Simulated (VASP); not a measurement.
# Zr4Ag (F-43m) in VASP: further runs

Zr4Ag is run at these levels: PBE; tasks: single point.

Everything below comes from runs of VASP 6.6.1. Logs are shortened: lines on timing, memory, paths and dates and some standing lists are left out, and cuts for length are marked.

**1. The cell of the first run**

Symmetry: F-43m, No. 216, cubic system. The conventional cell has a = 8.110 Å, b = 8.110 Å, c = 8.110 Å, α = 90.00°, β = 90.00°, γ = 90.00°. Zr (site symmetry 3m) has 6 Zr at 2.83 to 2.91 Å and 3 Ag at 3.36 Å within 3.7 Å. Ag (site symmetry -43m) has 12 Zr at 3.36 Å within 4.4 Å.

**2. Single point, PBE**

Input file INCAR:

```
PREC = Accurate
ENCUT = 520
EDIFF = 1E-6
ISMEAR = 0
SIGMA = 0.2
LREAL = False
LASPH = True
NELM = 60
ALGO = Fast
ISIF = 2
LWAVE = False
LCHARG = False
GGA = PE
NBANDS = 38
```

Input file KPOINTS:

```
regular mesh
0
Gamma
  4 4 4
```

Input file POSCAR:

```
Zr4Ag
1.0
    0.0000000000      4.0550033564      4.0550033564
    4.0550033564      0.0000000000      4.0550033564
    4.0550033564      4.0550033564      0.0000000000
Zr Ag
4 1
Direct
    0.1267751808      0.1267751808      0.1267751808
    0.1267751808      0.1267751808      0.6196744577
    0.1267751808      0.6196744577      0.1267751808
    0.6196744577      0.1267751808      0.1267751808
    0.5000000000      0.5000000000      0.5000000000
```

Potentials or basis: VASP PAW PBE potentials, release 64 (Zr_sv, Ag).

On the command line:

```console
> cat potpaw_PBE.64/Zr_sv/POTCAR potpaw_PBE.64/Ag/POTCAR > POTCAR
> mpirun -np 1 vasp_std > vasp.out
```

OUTCAR:

```text
PREC = Accurate
   ENCUT = 520
   EDIFF = 1E-6
   ISMEAR = 0
   LREAL = False
   LASPH = True
   NELM = 60
   ISIF = 2
   GGA = PE

 ion  position               nearest neighbor table
   1  0.127  0.127  0.127-   2 2.83   3 2.83   4 2.83   2 2.91   3 2.91   4 2.91   5 3.36   5 3.36
                             5 3.36
   2  0.127  0.127  0.620-   1 2.83   3 2.83   4 2.83   1 2.91   3 2.91   4 2.91   5 3.36   5 3.36
                             5 3.36
   3  0.127  0.620  0.127-   1 2.83   2 2.83   4 2.83   2 2.91   1 2.91   4 2.91   5 3.36   5 3.36
                             5 3.36
   4  0.620  0.127  0.127-   1 2.83   2 2.83   3 2.83   1 2.91   2 2.91   3 2.91   5 3.36   5 3.36
                             5 3.36
   5  0.500  0.500  0.500-   2 3.36   3 3.36   4 3.36   1 3.36   1 3.36   1 3.36   3 3.36   3 3.36
                             4 3.36   2 3.36   2 3.36   4 3.36

  LATTYP: Found a face centered cubic cell.
 ALAT       =     8.1100067128

  Lattice vectors:

 A1 = (   0.0000000000,   4.0550033564,   4.0550033564)
 A2 = (   4.0550033564,   0.0000000000,   4.0550033564)
 A3 = (   4.0550033564,   4.0550033564,   0.0000000000)

Analysis of symmetry for initial positions (statically):
=====================================================================
 Subroutine PRICEL returns:
 Original cell was already a primitive cell.

 Routine SETGRP: Setting up the symmetry group for a
 face centered cubic supercell.

 Subroutine GETGRP returns: Found 24 space group operations
 (whereof 24 operations were pure point group operations)
 out of a pool of 48 trial point group operations.

The static configuration has the point symmetry T_d .

Analysis of symmetry for dynamics (positions and initial velocities):
=====================================================================
 Subroutine PRICEL returns:
 Original cell was already a primitive cell.

 Routine SETGRP: Setting up the symmetry group for a
 face centered cubic supercell.

 Subroutine GETGRP returns: Found 24 space group operations
 (whereof 24 operations were pure point group operations)
 out of a pool of 48 trial point group operations.

The dynamic configuration has the point symmetry T_d .

 Subroutine INISYM returns: Found 24 space group operations
 (whereof 24 operations are pure point group operations),
 and found     1 'primitive' translations

----------------------------------------------------------------------------------------

                                     Primitive cell

  volume of cell :     133.3533

  direct lattice vectors                    reciprocal lattice vectors
     0.000000000  4.055003356  4.055003356    -0.123304460  0.123304460  0.123304460
     4.055003356  0.000000000  4.055003356     0.123304460 -0.123304460  0.123304460
     4.055003356  4.055003356  0.000000000     0.123304460  0.123304460 -0.123304460

  length of vectors
     5.734640742  5.734640742  5.734640742     0.213569590  0.213569590  0.213569590

  position of ions in fractional coordinates (direct lattice)
     0.126775181  0.126775181  0.126775181
     0.126775181  0.126775181  0.619674458
     0.126775181  0.619674458  0.126775181
     0.619674458  0.126775181  0.126775181
     0.500000000  0.500000000  0.500000000

  ion indices of the primitive-cell ions
   primitive index   ion index
                 1           1
                 2           2
                 3           3
                 4           4
                 5           5

----------------------------------------------------------------------------------------

 KPOINTS: regular mesh

Automatic generation of k-mesh.
 Grid dimensions read from file:
 generate k-points for:    4    4    4

 Generating k-lattice:

  Cartesian coordinates                     Fractional coordinates (reciprocal lattice)
    -0.030826115  0.030826115  0.030826115     0.250000000  0.000000000  0.000000000
     0.030826115 -0.030826115  0.030826115     0.000000000  0.250000000  0.000000000
     0.030826115  0.030826115 -0.030826115     0.000000000  0.000000000  0.250000000

  Length of vectors
     0.053392397  0.053392397  0.053392397

  Shift w.r.t. Gamma in fractional coordinates (k-lattice)
     0.000000000  0.000000000  0.000000000

 Subroutine IBZKPT returns following result:
 ===========================================

 Found      8 irreducible k-points:

 Following reciprocal coordinates:
            Coordinates               Weight
  0.000000  0.000000  0.000000      1.000000
  0.250000  0.000000  0.000000      8.000000
  0.500000  0.000000  0.000000      4.000000
  0.250000  0.250000  0.000000      6.000000
  0.500000  0.250000  0.000000     24.000000
 -0.250000  0.250000  0.000000     12.000000
  0.500000  0.500000  0.000000      3.000000
 -0.250000  0.500000  0.250000      6.000000
   k-points           NKPTS =      8   k-points in BZ     NKDIM =      8   number of bands    NBANDS=     38
   number of dos      NEDOS =    301   number of ions     NIONS =      5
   total plane-waves  NPLWV = 110592
   dimension x,y,z NGX =    48 NGY =   48 NGZ =   48
   dimension x,y,z NGXF=    96 NGYF=   96 NGZF=   96
   ions per type =               4   1
   NGX,Y,Z   is equivalent  to a cutoff of  13.92, 13.92, 13.92 a.u.
   NGXF,Y,Z  is equivalent  to a cutoff of  27.83, 27.83, 27.83 a.u.
 SYSTEM =  unknown system
   PREC   = accura    normal or accurate (medium, high low for compatibility)
   ISTART =      0    job   : 0-new  1-cont  2-samecut
   ICHARG =      2    charge: 1-file 2-atom 10-const
   ISPIN  =      1    spin polarized calculation?
   LNONCOLLINEAR =      F non collinear calculations
   LSORBIT =      F    spin-orbit coupling
   LASPH  =      T    aspherical Exc in radial PAW
   ENCUT  =  520.0 eV  38.22 Ry    6.18 a.u.  10.66 10.66 10.66*2*pi/ulx,y,z
   NELM   =     60;   NELMIN=  2; NELMDL= -5     # of ELM steps
   EDIFF  = 0.1E-05   stopping-criterion for ELM
   LREAL  =      F    real-space projection
   EDIFFG = 0.1E-04   stopping-criterion for IOM
   NSW    =      0    number of steps for IOM
   IBRION =     -1    ionic relax: 0-MD 1-quasi-New 2-CG
   NFREE  =      0    steps in history (QN), initial steepest desc. (CG)
   ISIF   =      2    stress and relaxation
   ISYM   =      2    0-nonsym 1-usesym 2-fastsym
   POTIM  = 0.5000    time-step for ionic-motion
   TEBEG  =    0.0;   TEEND  =   0.0 temperature during run
   PSTRESS=    0.0 pullay stress
   NELECT =      59.0000    total number of electrons
   NUPDOWN=      -1.0000    fix difference up-down
   EMIN   =  10.00;   EMAX   =-10.00  energy-range for DOS
   EFERMI =   0.00;   METHOD = LEGACY
   ISMEAR =     0;   SIGMA  =   0.20  broadening in eV -4-tet -1-fermi 0-gaus
   EFERMI_NEDOS =   21; number of points for ismear=-14 and -15
   IALGO  =     68    algorithm
   IMIX   =      4    mixing-type and parameters
     AMIX     =   0.40;   BMIX     =  1.00
     AMIX_MAG =   1.60;   BMIX_MAG =  1.00
  volume/ion in A,a.u.               =      26.67       179.98
  Fermi-wavevector in a.u.,A,eV,Ry     =   1.247453  2.357345 21.172565  1.556140
  Thomas-Fermi vector in A             =   2.381585
   LORBIT       =      0    0 simple, 1 ext, 2 COOP (PROOUT), +10 PAW based schemes
   GGA     = PE    functional components
   LHFCALC =     F    Hartree Fock is set to
   AEXX    =    0.0000 exact exchange contribution
   IVDW    =     0    specifies the selected vdW correction
   LEPSILON=     F    determine dielectric tensor
   LRPA    =     F    only Hartree local field effects (RPA)
 non-spin polarized calculation
 RMM-DIIS sequential band-by-band and
 Gauss-broadening in eV      SIGMA  =   0.20
  energy-cutoff  :      520.00
  volume of cell :      133.35
 maximum number of plane-waves:      3647
 NGX is ok and might be reduce to    48
   NGX = 21   NGY = 21   NGZ = 21

 number of electron      59.0000001 magnetization

 Free energy of the ion-electron system (eV)
  ---------------------------------------------------
  ext. energy  EPLUGINS =         0.00000000
  ---------------------------------------------------
  free energy    TOTEN  =       -32.14136004 eV

  energy without entropy =      -31.93946378  energy(sigma->0) =      -32.04041191

 E-fermi :   6.2853     XC(G=0): -10.0634

 val. band max:        6.2551244053   @ k =  -0.2500   0.5000   0.2500
 cond. band min:       6.3133531986   @ k =   0.5000   0.5000   0.0000
 fundamental gap:      0.0582287932
 Fermi energy:         6.2853444346

 k-point     1 :       0.0000    0.0000    0.0000
  band No.  band energies     occupation
      1     -42.2855      2.00000
      2     -41.9515      2.00000
      3     -41.9515      2.00000
      4     -41.9515      2.00000
      5     -21.5204      2.00000
      6     -20.6966      2.00000
[... 30 lines left out ...]
     37      10.3739      0.00000
     38      10.4104      0.00000

 k-point     2 :       0.2500    0.0000    0.0000
  band No.  band energies     occupation
      1     -42.2526      2.00000
      2     -41.9869      2.00000
      3     -41.9516      2.00000
      4     -41.9516      2.00000
      5     -21.3570      2.00000
      6     -20.6335      2.00000
[... 30 lines left out ...]
     37       9.5209      0.00000
     38      10.1034      0.00000

 k-point     3 :       0.5000    0.0000    0.0000
  band No.  band energies     occupation
      1     -42.2070      2.00000
      2     -42.0348      2.00000
      3     -41.9517      2.00000
      4     -41.9517      2.00000
      5     -21.1809      2.00000
      6     -20.5775      2.00000
[... 30 lines left out ...]
     37       8.1534      0.00000
     38      10.2449      0.00000

 k-point     4 :       0.2500    0.2500    0.0000
  band No.  band energies     occupation
      1     -42.2395      2.00000
      2     -42.0006      2.00000
      3     -41.9517      2.00000
      4     -41.9517      2.00000
      5     -21.2835      2.00000
      6     -20.7023      2.00000
[... 30 lines left out ...]
     37       9.4004      0.00000
     38       9.4433      0.00000

 k-point     5 :       0.5000    0.2500    0.0000
  band No.  band energies     occupation
      1     -42.1848      2.00000
      2     -42.0576      2.00000
      3     -41.9519      2.00000
      4     -41.9519      2.00000
      5     -21.0413      2.00000
      6     -20.6373      2.00000
[... 30 lines left out ...]
     37       8.3526      0.00000
     38       9.2627      0.00000

 k-point     6 :      -0.2500    0.2500    0.0000
  band No.  band energies     occupation
      1     -42.2071      2.00000
      2     -42.0345      2.00000
      3     -41.9519      2.00000
      4     -41.9517      2.00000
      5     -21.1404      2.00000
      6     -20.6029      2.00000
[... 30 lines left out ...]
     37       8.7685      0.00000
     38       9.7007      0.00000

 k-point     7 :       0.5000    0.5000    0.0000
  band No.  band energies     occupation
      1     -42.1472      2.00000
      2     -42.0959      2.00000
      3     -41.9520      2.00000
      4     -41.9520      2.00000
      5     -20.8700      2.00000
      6     -20.7824      2.00000
[... 30 lines left out ...]
     37       8.2501      0.00000
     38       8.3218      0.00000

 k-point     8 :      -0.2500    0.5000    0.2500
  band No.  band energies     occupation
      1     -42.1472      2.00000
      2     -42.0959      2.00000
      3     -41.9520      2.00000
      4     -41.9520      2.00000
      5     -20.8332      2.00000
      6     -20.7175      2.00000
[... 30 lines left out ...]
     37       8.7681      0.00000
     38       8.8518      0.00000

------------------------ aborting loop because EDIFF is reached ----------------------------------------

  FORCE on cell =-STRESS in cart. coord.  units (eV):
  Direction    XX          YY          ZZ          XY          YZ          ZX
  --------------------------------------------------------------------------------------
  -------------------------------------------------------------------------------------
  Total        0.5171799      0.5171799      0.5171799      0.0000000      0.0000000      0.0000000
  in kB        6.2136751      6.2136751      6.2136751      0.0000000      0.0000000      0.0000000
  external PRESSURE =       6.2136751 kB  Pullay stress =       0.0000000 kB

 VOLUME and BASIS-vectors are now :
 -----------------------------------------------------------------------------
  energy-cutoff  :      520.00
  volume of cell :      133.35
      direct lattice vectors                 reciprocal lattice vectors
     0.000000000  4.055003356  4.055003356    -0.123304460  0.123304460  0.123304460
     4.055003356  0.000000000  4.055003356     0.123304460 -0.123304460  0.123304460
     4.055003356  4.055003356  0.000000000     0.123304460  0.123304460 -0.123304460

 POSITION                                       TOTAL-FORCE (eV/Angst)
 -----------------------------------------------------------------------------------
      1.02815      1.02815      1.02815        -0.000889     -0.000889     -0.000889
      3.02686      3.02686      1.02815         0.000889      0.000889     -0.000889
      3.02686      1.02815      3.02686         0.000889     -0.000889      0.000889
      1.02815      3.02686      3.02686        -0.000889      0.000889      0.000889
      4.05500      4.05500      4.05500         0.000000      0.000000      0.000000
 -----------------------------------------------------------------------------------
    total drift:                               -0.000002     -0.000002     -0.000002

  FREE ENERGIE OF THE ION-ELECTRON SYSTEM (eV)
  ---------------------------------------------------
  free  energy   TOTEN  =       -32.1413600373 eV

  energy  without entropy=      -31.9394637810  energy(sigma->0) =      -32.04041191
```

Run time: 2.2 min. Hardware: 1 thread of Intel Xeon Platinum 8488C (Sapphire Rapids), shared host; peak memory 0.33 GiB.

What came out:

```
Free energy : -32.1414 eV
Pressure    : 0.6 GPa
```

[end of part 1 of 2]
